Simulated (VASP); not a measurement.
Write the native input for VASP 6.6.1 that does the following.

```yaml
Task: single point
Functional: LDA
Potentials_or_basis: VASP PAW LDA potentials, release 64 (Sn_d, O)
Cutoff: 520 eV
k_mesh: 12 × 12 × 12
Occupations: gaussian, width 0.05 eV
Spin: no spin polarisation
Dipole_correction: no
Further_INCAR_settings: ALGO = Normal; EDIFF = 1e-06; NBANDS = 20
```

The structure of SnO2 lies in POSCAR:

```
SnO2
1.0
    1.6199548485      0.9167609447      4.0813809037
   -1.6199548485      0.9167609447      4.0813809037
    0.0000000000     -1.8335218895      4.0813809037
Sn O
1 2
Direct
    0.5000000000      0.5000000000      0.5000000000
    0.2451905456      0.2451905456      0.2451905456
    0.7548094544      0.7548094544      0.7548094544
```

This cell differs from its parent crystal: strain +0.0100 x Voigt [1, -1, 0, 0, 0, 0].

One way to write it, as run:

INCAR

```
SYSTEM = SnO2
PREC = Accurate ; ENCUT = 520
EDIFF = 1E-6 ; ISMEAR = 0
SIGMA = 0.05 ; LREAL = .False.
LASPH = .True. ; NELM = 80
ALGO = Normal ; ISIF = 2
LWAVE = .False. ; LCHARG = .False.
NBANDS = 20
```

KPOINTS

```
Automatic mesh
0
Gamma
  12 12 12
  0 0 0
```

Potentials or basis: VASP PAW LDA potentials, release 64 (Sn_d, O).

Run with:

```bash
$ cat potpaw_LDA.64/Sn_d/POTCAR potpaw_LDA.64/O/POTCAR > POTCAR
$ mpirun -np 1 vasp_std > vasp.out
```

It gave:

```
Pressure               : 1.0 GPa
Largest force          : 0.082 eV/Å
Band gap on the k mesh : 1.56 eV
```

Caveat: the cell differs from its parent crystal (strain +0.0100 x Voigt [1, -1, 0, 0, 0, 0]); spin-orbit coupling is left out, which moves the levels of the heavy elements.

It took 2.9 min on 1 thread of Intel(R) Xeon(R) 6975P-C (Granite Rapids), on a shared host, peak memory 0.42 GiB.
